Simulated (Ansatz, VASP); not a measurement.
## In2SiH2 in VASP and in Ansatz

```
In Si H
1.0
     4.63607    0.00000    0.00000
    -2.31804    4.01496    0.00000
     0.00000    0.00000    5.27111
In Si H
2 1 2
Direct
  0.66667 0.33333 0.00000
  0.00000 0.00000 0.50000
  0.33333 0.66667 0.50000
  0.66667 0.33333 0.57605
  0.66667 0.33333 0.42395
```

Alike in both runs: functional PBE; k mesh 4 × 4 × 2; occupations gaussian, width 0.15 eV; no spin polarisation.

Ansatz relaxed the structure, and its values are those at the end. VASP's run is a single point on that final structure, the one shown.

|  | VASP | Ansatz |
| --- | --- | --- |
| version | VASP 6.6.1 | Ansatz 0.2.0 |
| potentials or method | VASP PAW PBE potentials, release 64 (In_d, Si, H), cutoff 500 eV | scalar-relativistic, plane waves, PAW |
| valence electrons in the cell | 32 | 32 |

```csv
,VASP,Ansatz,Ansatz less VASP
gap on the k mesh at the Fermi level (eV),none,none,-
pressure (GPa),0.0,0.1,+0.09
rms of the force components (eV/Å),0.024,0.026,+0.0021
```

A gap of «none» marks a metal or a gap that the smearing closes. With one functional, cell and mesh, what is left measures potentials, basis and numerics.

The k mesh is coarse, so the values compare programs but aren't converged.
